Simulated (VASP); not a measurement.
# Ir (P2_1/m) in VASP: further runs

Runs on Ir. Level: PBEsol. Tasks: single point.

All numbers are computed with VASP 6.6.1; they aren't measurements. Logs are shortened: lines on timing, memory, paths and dates and some standing lists are left out, and cuts for length are marked.

## (1) The cell of the first run

Symmetry: P2_1/m, No. 11, monoclinic system. The conventional cell has a = 2.751 Å, b = 4.462 Å, c = 2.751 Å, α = 90.00°, β = 120.00°, γ = 90.00°. Ir (site symmetry m) has 12 Ir at 2.48 to 2.94 Å within 3.3 Å.

## (2) Single point, PBEsol (atom 1 (Ir) moved by (-0.450, +0.225) A along x and y)

INCAR reads:

```
SYSTEM = Ir
PREC = Accurate ; ENCUT = 520
EDIFF = 1E-7 ; ISMEAR = 0
SIGMA = 0.15 ; LREAL = .FALSE.
LASPH = .TRUE. ; NELM = 100
ALGO = Fast ; ISIF = 2
LWAVE = .FALSE. ; LCHARG = .FALSE.
GGA = PS ; NBANDS = 16
```

KPOINTS reads:

```
regular mesh
0
G
  18 18 12
  0 0 0
```

POSCAR reads:

```
Ir
1.0
    2.7513778946      0.0000000000      0.0000000000
   -1.3756889473      2.3827631521      0.0000000000
    0.0000000000      0.0000000000      4.4622900000
Ir
2
Direct
    0.5503263449      0.4277615184      0.7500000000
    0.3333333333      0.6666666667      0.2500000000
```

Potentials or basis: VASP PAW PBE potentials, release 64 (Ir).

Launch:

```sh
$ cat potpaw_PBE.64/Ir/POTCAR > POTCAR
$ mpirun -np 1 vasp_std > vasp.out
```

OUTCAR:

```text
SYSTEM = Ir
   PREC = Accurate
   ENCUT = 520
   EDIFF = 1E-7
   ISMEAR = 0
   LREAL = .FALSE.
   LASPH = .TRUE.
   NELM = 100
   ISIF = 2
   GGA = PS

 ion  position               nearest neighbor table
   1  0.550  0.428  0.750-   2 2.48   2 2.48   2 2.91   2 2.91   2 2.94   2 2.94
   2  0.333  0.667  0.250-   1 2.48   1 2.48   1 2.91   1 2.91   1 2.94   1 2.94

  LATTYP: Found a hexagonal cell.
 ALAT       =     2.7513778946
 C/A-ratio  =     1.6218382828

  Lattice vectors:

 A1 = (   2.7513778946,   0.0000000000,   0.0000000000)
 A2 = (  -1.3756889473,   2.3827631521,   0.0000000000)
 A3 = (   0.0000000000,   0.0000000000,   4.4622900000)

Analysis of symmetry for initial positions (statically):
=====================================================================
 Subroutine PRICEL returns:
 Original cell was already a primitive cell.

 Routine SETGRP: Setting up the symmetry group for a
 hexagonal supercell.

 Subroutine GETGRP returns: Found  4 space group operations
 (whereof  1 operations were pure point group operations)
 out of a pool of 24 trial point group operations.

The static configuration has the point symmetry C_1 .
 The point group associated with its full space group is C_2h.

Analysis of symmetry for dynamics (positions and initial velocities):
=====================================================================
 Subroutine PRICEL returns:
 Original cell was already a primitive cell.

 Routine SETGRP: Setting up the symmetry group for a
 hexagonal supercell.

 Subroutine GETGRP returns: Found  4 space group operations
 (whereof  1 operations were pure point group operations)
 out of a pool of 24 trial point group operations.

The dynamic configuration has the point symmetry C_1 .
 The point group associated with its full space group is C_2h.

 Subroutine INISYM returns: Found  4 space group operations
 (whereof  1 operations are pure point group operations),
 and found     1 'primitive' translations

----------------------------------------------------------------------------------------

                                     Primitive cell

  volume of cell :      29.2542

  direct lattice vectors                    reciprocal lattice vectors
     2.751377895  0.000000000  0.000000000     0.363454254  0.209840411  0.000000000
    -1.375688947  2.382763152  0.000000000     0.000000000  0.419680823  0.000000000
     0.000000000  0.000000000  4.462290000     0.000000000  0.000000000  0.224100182

  length of vectors
     2.751377895  2.751377895  4.462290000     0.419680823  0.419680823  0.224100182

  position of ions in fractional coordinates (direct lattice)
[... 77 lines left out ...]
   ENCUT  =  520.0 eV  38.22 Ry    6.18 a.u.   5.12  5.12  8.30*2*pi/ulx,y,z
   NELM   =    100;   NELMIN=  2; NELMDL= -5     # of ELM steps
   EDIFF  = 0.1E-06   stopping-criterion for ELM
   LREAL  =      F    real-space projection
   EDIFFG = 0.1E-05   stopping-criterion for IOM
   NSW    =      0    number of steps for IOM
   IBRION =     -1    ionic relax: 0-MD 1-quasi-New 2-CG
   NFREE  =      0    steps in history (QN), initial steepest desc. (CG)
   ISIF   =      2    stress and relaxation
   ISYM   =      2    0-nonsym 1-usesym 2-fastsym
   POTIM  = 0.5000    time-step for ionic-motion
   TEBEG  =    0.0;   TEEND  =   0.0 temperature during run
   PSTRESS=    0.0 pullay stress
   NELECT =      18.0000    total number of electrons
   NUPDOWN=      -1.0000    fix difference up-down
   EMIN   =  10.00;   EMAX   =-10.00  energy-range for DOS
   EFERMI =   0.00;   METHOD = LEGACY
   ISMEAR =     0;   SIGMA  =   0.15  broadening in eV -4-tet -1-fermi 0-gaus
   EFERMI_NEDOS =   21; number of points for ismear=-14 and -15
   IALGO  =     68    algorithm
   IMIX   =      4    mixing-type and parameters
     AMIX     =   0.40;   BMIX     =  1.00
     AMIX_MAG =   1.60;   BMIX_MAG =  1.00
  volume/ion in A,a.u.               =      14.63        98.71
  Fermi-wavevector in a.u.,A,eV,Ry     =   1.392417  2.631287 26.379323  1.938826
  Thomas-Fermi vector in A             =   2.516162
   LORBIT       =      0    0 simple, 1 ext, 2 COOP (PROOUT), +10 PAW based schemes
   GGA     = PS    functional components
   LHFCALC =     F    Hartree Fock is set to
   AEXX    =    0.0000 exact exchange contribution
   IVDW    =     0    specifies the selected vdW correction
   LEPSILON=     F    determine dielectric tensor
   LRPA    =     F    only Hartree local field effects (RPA)
 non-spin polarized calculation
 RMM-DIIS sequential band-by-band and
 Gauss-broadening in eV      SIGMA  =   0.15
  energy-cutoff  :      520.00
  volume of cell :       29.25
 maximum number of plane-waves:       801
   NGX = 11   NGY = 11   NGZ = 17

 number of electron      18.0000000 magnetization

 Free energy of the ion-electron system (eV)
  ---------------------------------------------------
  ext. energy  EPLUGINS =         0.00000000
  ---------------------------------------------------
  free energy    TOTEN  =       -18.91670262 eV

  energy without entropy =      -18.88357935  energy(sigma->0) =      -18.90014098

 E-fermi :   9.6847     XC(G=0): -13.8817

 val. band max:        9.6840846534   @ k =   0.4444  -0.0000   0.2500
 cond. band min:       9.6851583805   @ k =   0.3333   0.1667   0.1667
 fundamental gap:      0.0010737271
 Fermi energy:         9.6847226168

 k-point     1 :       0.0000    0.0000    0.0000
  band No.  band energies     occupation
      1      -1.1293      2.00000
      2       2.0920      2.00000
      3       4.9464      2.00000
      4       6.1976      2.00000
      5       6.3559      2.00000
      6       6.5053      2.00000
[... 433 lines left out ...]
      3       2.9430      2.00000
      4       5.8095      2.00000
      5       6.3652      2.00000
      6       6.9454      2.00000
[... 8 lines left out ...]
     15      22.4204      0.00000
     16      23.1545      0.00000

 [... further k-points ...]
[... 5 lines left out ...]
  --------------------------------------------------------------------------------------
  -------------------------------------------------------------------------------------
  Total       -0.9872355     -2.0838473      2.7152726     -0.7240339      0.0000000      0.0000000
  in kB      -54.0682645   -114.1267804    148.7082653    -39.6534103      0.0000000      0.0000000
  external PRESSURE =      -6.4955932 kB  Pullay stress =       0.0000000 kB

 VOLUME and BASIS-vectors are now :
 -----------------------------------------------------------------------------
  energy-cutoff  :      520.00
  volume of cell :       29.25
      direct lattice vectors                 reciprocal lattice vectors
     2.751377895  0.000000000  0.000000000     0.363454254  0.209840411  0.000000000
    -1.375688947  2.382763152  0.000000000     0.000000000  0.419680823  0.000000000
     0.000000000  0.000000000  4.462290000     0.000000000  0.000000000  0.224100182

 POSITION                                       TOTAL-FORCE (eV/Angst)
 -----------------------------------------------------------------------------------
      0.92569      1.01925      3.34672         1.571886     -0.848107     -0.000000
     -0.00000      1.58851      1.11557        -1.571886      0.848107      0.000000
 -----------------------------------------------------------------------------------
    total drift:                                0.000001     -0.000002     -0.000000

  FREE ENERGIE OF THE ION-ELECTRON SYSTEM (eV)
  ---------------------------------------------------
  free  energy   TOTEN  =       -18.9167026173 eV

  energy  without entropy=      -18.8835793511  energy(sigma->0) =      -18.90014098
```

It took 21 min on 1 thread of Intel Xeon 8259CL, shared host; peak memory 0.5 GiB.

What came out:

```yaml
Free_energy: -18.9167 eV
Pressure: -0.6 GPa
Largest_force: 1.786 eV/Å
Band_gap_on_the_k_mesh: zero (bands 9 and 10 overlap by 3.70 eV)
```

Forces on the atoms (eV/Å):
```
Ir   1.572 -0.848  0.000
Ir  -1.572  0.848  0.000
```

Stress tensor (GPa, compression positive):
```
 -5.41  -3.97   0.00
 -3.97 -11.41   0.00
  0.00   0.00  14.87
```

Levels at points of the mesh, in eV from the Fermi level:
| k point | band 7 | band 8 | band 9 | band 10 | band 11 | band 12 |
| --- | --- | --- | --- | --- | --- | --- |
| (0.00, 0.00, 0.00) | -2.68 | -2.43 | -1.32 | -0.63 | -0.48 | 0.70 |
| (0.50, 0.00, 0.00) | -1.99 | -0.21 | 0.90 | 1.09 | 2.46 | 4.83 |
| (0.00, 0.50, 0.00) | -2.19 | -0.39 | 0.92 | 1.06 | 2.55 | 4.74 |
| (0.50, 0.50, 0.00) | -2.67 | 0.65 | 0.95 | 1.39 | 3.12 | 3.99 |
| (0.00, 0.00, 0.50) | -3.19 | -3.19 | -0.51 | -0.51 | -0.10 | -0.10 |
| (0.50, 0.00, 0.50) | -0.37 | -0.37 | 1.06 | 1.06 | 3.04 | 3.04 |
| (0.00, 0.50, 0.50) | -0.27 | -0.27 | 1.05 | 1.05 | 2.90 | 2.90 |
| (0.50, 0.50, 0.50) | 0.19 | 0.19 | 1.02 | 1.02 | 1.59 | 1.59 |

Caveat: the cell differs from its parent crystal (atom 1 (Ir) moved by (-0.450, +0.225) A along x and y); the stress differs along the axes, from -11 to 15 GPa; the PAW data sets were made with another functional, which shifts forces and pressure a little; spin-orbit coupling is left out, which moves the levels of the heavy elements.

## (3) Single point, PBEsol (atom 1 (Ir) moved by (-0.225, -0.225) A along x and y)

INCAR reads:

```
ALGO = Fast
EDIFF = 1E-7
ENCUT = 520
GGA = PS
ISIF = 2
ISMEAR = 0
LASPH = T
LCHARG = T
LELF = T
LREAL = F
LVHAR = T
LWAVE = F
NBANDS = 16
NELM = 60
PREC = Accurate
SIGMA = 0.15
```

KPOINTS reads:

```
k-points
0
Gamma
  18 18 12
```

Changes to POSCAR since step 2:

```diff
@@ -8,3 +8,3 @@
 Direct
-    0.5503263449      0.4277615184      0.7500000000
+    0.5376753670      0.2389051482      0.7500000000
     0.3333333333      0.6666666667      0.2500000000
```

Potentials or basis: VASP PAW PBE potentials, release 64 (Ir).

Launch:

```sh
$ cat potpaw_PBE.64/Ir/POTCAR > POTCAR
$ mpirun -np 1 vasp_std > vasp.out
```

Run time: 5 min. Hardware: 1 thread of Intel Xeon 6975P-C (Granite Rapids), shared host; peak memory 0.53 GiB.

The run converged. Its results:

- Free energy: -19.2485 eV
- Pressure: -8.2 GPa
- Largest force: 1.254 eV/Å
- Band gap on the k mesh: zero (bands 9 and 10 overlap by 3.08 eV)

Forces in eV/Å, atoms in the order of the input:
```
Ir   0.839  0.932  0.000
Ir  -0.839 -0.932  0.000
```

Stress tensor (GPa, compression positive):
```
-11.79   1.22   0.00
  1.22 -10.42   0.00
  0.00   0.00  -2.36
```

Levels at points of the mesh, in eV from the Fermi level:
```
           k point  band 7  band 8  band 9  band 10  band 11  band 12
(0.00, 0.00, 0.00)   -2.86   -2.58   -1.01    -0.70    -0.67     1.24
(0.50, 0.00, 0.00)   -1.95    0.89    1.08     1.20     2.21     4.95
(0.00, 0.50, 0.00)   -3.02    0.51    0.68     1.27     3.45     3.80
(0.50, 0.50, 0.00)   -3.23    0.24    0.78     1.16     3.10     4.15
(0.00, 0.00, 0.50)   -3.45   -3.45   -0.77    -0.77    -0.24    -0.24
(0.50, 0.00, 0.50)   -1.66   -1.66    1.04     1.04     2.99     2.99
(0.00, 0.50, 0.50)   -0.05   -0.05    0.96     0.96     1.57     1.57
(0.50, 0.50, 0.50)   -0.33   -0.33    0.98     0.98     1.92     1.92
```

Caveat: the cell differs from its parent crystal (atom 1 (Ir) moved by (-0.225, -0.225) A along x and y); the stress differs along the axes, from -12 to -2 GPa; the PAW data sets were made with another functional, which shifts forces and pressure a little; spin-orbit coupling is left out, which moves the levels of the heavy elements.

## (4) Single point, PBEsol (atom 1 (Ir) moved by (-0.225, +0.225) A along x and y)

INCAR reads:

```
SYSTEM = Ir
ALGO     = Fast           ! electronic algorithm
EDIFF    = 1E-6           ! SCF threshold, eV
ENCUT    = 520            ! plane-wave cutoff, eV
GGA      = PS             ! functional
ISIF     = 2              ! what is computed and relaxed
ISMEAR   = 0              ! smearing method
LASPH    = .TRUE.         ! aspherical terms in the spheres
LCHARG   = .TRUE.         ! write CHGCAR
LELF     = .TRUE.         ! ELF
LREAL    = .FALSE.        ! projectors in reciprocal space
LVHAR    = .TRUE.       
LWAVE    = .FALSE.        ! write WAVECAR
NBANDS   = 16             ! bands
NELM     = 80             ! most SCF steps
PREC     = Accurate       ! precision mode
SIGMA    = 0.15           ! smearing width, eV
```

KPOINTS reads:

```
k-points
0
G
  18 18 12
  0 0 0
```

Changes to POSCAR since step 3:

```diff
@@ -8,3 +8,3 @@
 Direct
-    0.5376753670      0.2389051482      0.7500000000
+    0.6321035521      0.4277615184      0.7500000000
     0.3333333333      0.6666666667      0.2500000000
```

Potentials or basis: VASP PAW PBE potentials, release 64 (Ir).

Launch:

```sh
$ cat potpaw_PBE.64/Ir/POTCAR > POTCAR
$ mpirun -np 1 vasp_std > vasp.out
```

OUTCAR:

```text
SYSTEM = Ir
   EDIFF = 1E-6
   ENCUT = 520
   GGA = PS
   ISIF = 2
   ISMEAR = 0
   LASPH = .TRUE.
   LREAL = .FALSE.
   NELM = 80
   PREC = Accurate

 ion  position               nearest neighbor table
   1  0.632  0.428  0.750-   2 2.57   2 2.57   2 2.80   2 2.80   2 2.88   2 2.88
   2  0.333  0.667  0.250-   1 2.57   1 2.57   1 2.80   1 2.80   1 2.88   1 2.88

  LATTYP: Found a hexagonal cell.
 ALAT       =     2.7513778946
 C/A-ratio  =     1.6218382828

  Lattice vectors:

 A1 = (   2.7513778946,   0.0000000000,   0.0000000000)
 A2 = (  -1.3756889473,   2.3827631521,   0.0000000000)
 A3 = (   0.0000000000,   0.0000000000,   4.4622900000)

Analysis of symmetry for initial positions (statically):
=====================================================================
 Subroutine PRICEL returns:
 Original cell was already a primitive cell.

 Routine SETGRP: Setting up the symmetry group for a
 hexagonal supercell.

 Subroutine GETGRP returns: Found  4 space group operations
 (whereof  1 operations were pure point group operations)
 out of a pool of 24 trial point group operations.

The static configuration has the point symmetry C_1 .
 The point group associated with its full space group is C_2h.

[... 157 lines left out ...]
  ---------------------------------------------------
  free energy    TOTEN  =       -19.22954292 eV

  energy without entropy =      -19.19726721  energy(sigma->0) =      -19.21340507

 E-fermi :   9.7583     XC(G=0): -13.8968

 val. band max:        9.7574335386   @ k =  -0.3333   0.2222   0.5000
 cond. band min:       9.7588956496   @ k =  -0.3889   0.5000  -0.0833
 fundamental gap:      0.0014621109
 Fermi energy:         9.7582955513

 k-point     1 :       0.0000    0.0000    0.0000
  band No.  band energies     occupation
      1      -1.1480      2.00000
      2       1.9520      2.00000
      3       5.4570      2.00000
      4       6.0632      2.00000
      5       6.3670      2.00000
      6       6.5377      2.00000
[... 433 lines left out ...]
      3       2.8881      2.00000
      4       5.8193      2.00000
      5       6.5485      2.00000
      6       6.9682      2.00000
[... 8 lines left out ...]
     15      21.8993      0.00000
     16      22.4322      0.00000

 [... further k-points ...]
[... 5 lines left out ...]
  --------------------------------------------------------------------------------------
  -------------------------------------------------------------------------------------
  Total       -1.7354880     -1.8726140     -0.3678950     -0.4601538      0.0000000      0.0000000
  in kB      -95.0480650   -102.5580912    -20.1486310    -25.2014020      0.0000000      0.0000000
  external PRESSURE =     -72.5849291 kB  Pullay stress =       0.0000000 kB

 VOLUME and BASIS-vectors are now :
 -----------------------------------------------------------------------------
  energy-cutoff  :      520.00
  volume of cell :       29.25
      direct lattice vectors                 reciprocal lattice vectors
     2.751377895  0.000000000  0.000000000     0.363454254  0.209840411  0.000000000
    -1.375688947  2.382763152  0.000000000     0.000000000  0.419680823  0.000000000
     0.000000000  0.000000000  4.462290000     0.000000000  0.000000000  0.224100182

 POSITION                                       TOTAL-FORCE (eV/Angst)
 -----------------------------------------------------------------------------------
      1.15069      1.01925      3.34672         1.063673     -0.894402     -0.000000
     -0.00000      1.58851      1.11557        -1.063673      0.894402      0.000000
 -----------------------------------------------------------------------------------
    total drift:                               -0.000003     -0.000001      0.000000

  FREE ENERGIE OF THE ION-ELECTRON SYSTEM (eV)
  ---------------------------------------------------
  free  energy   TOTEN  =       -19.2295429217 eV

  energy  without entropy=      -19.1972672112  energy(sigma->0) =      -19.21340507
```

stdout:

```text
POSCAR found type information on POSCAR Ir
 POSCAR found :  1 types and       2 ions
 scaLAPACK will be used
 -----------------------------------------------------------------------------
|                                                                             |
|                                                                             |
|     You enforced a specific xc type in the INCAR file but a different       |
|     I HOPE YOU KNOW WHAT YOU ARE DOING!                                     |
|                                                                             |
 -----------------------------------------------------------------------------

 LDA part: xc-table for (Slater+PW92), standard interpolation
 POSCAR, INCAR and KPOINTS ok, starting setup
 FFT: planning ... GRIDC
 FFT: planning ... GRID_SOFT
 FFT: planning ... GRID
 WAVECAR not read
 entering main loop
```

It took 4 min on 1 thread of Intel Xeon 6975P-C (Granite Rapids), shared host; peak memory 0.53 GiB.

What came out:

* Free energy: -19.2295 eV
* Pressure: -7.3 GPa
* Largest force: 1.390 eV/Å
* Band gap on the k mesh: zero (bands 9 and 10 overlap by 3.38 eV)

Forces on the atoms (eV/Å):
```
Ir   1.064 -0.894  0.000
Ir  -1.064  0.894  0.000
```

Stress tensor (GPa, compression positive):
```
 -9.50  -2.52   0.00
 -2.52 -10.26   0.00
  0.00   0.00  -2.01
```

Caveat: the cell differs from its parent crystal (atom 1 (Ir) moved by (-0.225, +0.225) A along x and y); the stress differs along the axes, from -10 to -2 GPa; the PAW data sets were made with another functional, which shifts forces and pressure a little; spin-orbit coupling is left out, which moves the levels of the heavy elements.

## (5) Summary

| cell | further INCAR settings | gap on the mesh (eV) | pressure (GPa) | largest force (eV/Å) |
| --- | --- | --- | --- | --- |
| as given, atomic positions A | ALGO = Fast; EDIFF = 1e-07; NBANDS = 16 | none | -0.6 | 1.79 |
| as given, atomic positions B | ALGO = Fast; EDIFF = 1e-07; NBANDS = 16 | none | -8.2 | 1.25 |
| as given, atomic positions C | ALGO = Fast; EDIFF = 1e-06; NBANDS = 16 | none | -7.3 | 1.39 |

Alike in all rows: task single point; level PBEsol; potentials or basis VASP PAW PBE potentials, release 64 (Ir); no spin polarisation; k mesh 18 × 18 × 12; cutoff (eV) 520; smearing gaussian 0.15 eV.

Caveats: the PAW data sets were made with another functional, which shifts forces and pressure a little; spin-orbit coupling is left out, which moves the levels of the heavy elements; the stress differs along the axes, from -11 to 15 GPa (at least some runs); the stress differs along the axes, from -12 to -2 GPa (at least some runs); the stress differs along the axes, from -10 to -2 GPa (at least some runs).

Total energies depend on the potentials used, so only differences within one code and one set of settings carry meaning.
